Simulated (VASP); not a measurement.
Here is a VASP 6.6.1 calculation.

INCAR

```
PREC = Accurate
ENCUT = 520
EDIFF = 1E-7
ISMEAR = 0
SIGMA = 0.1
LREAL = F
LASPH = T
NELM = 60
ALGO = Fast
ISIF = 2
LWAVE = F
LCHARG = F
LDIPOL = T
IDIPOL = 3
DIPOL = 0.5 0.5 0.500
GGA = PE
IBRION = 2
NSW = 80
EDIFFG = -0.02
```

File KPOINTS:

```
Automatic mesh
0
Gamma
  11 11 1
```

POSCAR

```
Mo
1.0
    3.1604413624      0.0000000000      0.0000000000
    0.0000000000      3.1604413624      0.0000000000
    0.0000000000      0.0000000000     19.7406620436
Mo
4
Direct
    0.5000000000      0.5000000000      0.3799264677
    0.0000000000      0.0000000000      0.4599754892
    0.5000000000      0.5000000000      0.5400245108
    0.0000000000      0.0000000000      0.6200735323
```

Potentials or basis: VASP PAW PBE potentials, release 64 (Mo_sv).

The run is started by

```console
$ cat potpaw_PBE.64/Mo_sv/POTCAR > POTCAR
$ mpirun -np 1 vasp_std > vasp.out
```

Task: Predict the energy gained by relaxing.

Result: 99.9 meV/atom.

Task: Estimate the band gap on the k mesh.

Result: Zero (bands 28 and 29 overlap by 1.56 eV).

Final structure:
```yaml
crystal:
  lattice:
    - [3.16044, 0.00000, 0.00000]
    - [0.00000, 3.16044, 0.00000]
    - [0.00000, 0.00000, 19.74066]
  atoms:
    - { symbol: Mo, position: [0.50000, 0.50000, 0.38798] }
    - { symbol: Mo, position: [0.00000, 0.00000, 0.45649] }
    - { symbol: Mo, position: [0.50000, 0.50000, 0.54351] }
    - { symbol: Mo, position: [0.00000, 0.00000, 0.61202] }
```
